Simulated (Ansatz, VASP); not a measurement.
Mo2W in VASP and in Ansatz

```
CELL_PARAMETERS angstrom
-1.58617 1.58617 4.74580
1.58617 -1.58617 4.74580
1.58617 1.58617 -4.74580
ATOMIC_POSITIONS crystal
Mo 0.33339 0.33339 0.00000
Mo 0.66661 0.66661 0.00000
W 0.00000 0.00000 0.00000
```

Alike in both runs: functional PBE; k mesh 8 × 8 × 8; occupations gaussian, width 0.2 eV; no spin polarisation.

Ansatz relaxed the structure, and its values are those at the end. VASP's run is a single point on that final structure, the one shown.

|  | VASP | Ansatz |
| --- | --- | --- |
| version | VASP 6.6.1 | Ansatz 0.2.0 |
| potentials or method | VASP PAW PBE potentials, release 64 (Mo_sv, W_sv), cutoff 520 eV | scalar-relativistic, plane waves, PAW |
| valence electrons in the cell | 42 | 42 |

|  | VASP | Ansatz | Ansatz less VASP |
| --- | --- | --- | --- |
| gap on the k mesh at the Fermi level (eV) | none | none | - |
| pressure (GPa) | 0.5 | 0.0 | -0.51 |
| rms of the force components (eV/Å) | 0.003 | 0.000 | -0.0033 |

A gap of «none» marks a metal or a gap that the smearing closes.

Spin-orbit coupling is off throughout.
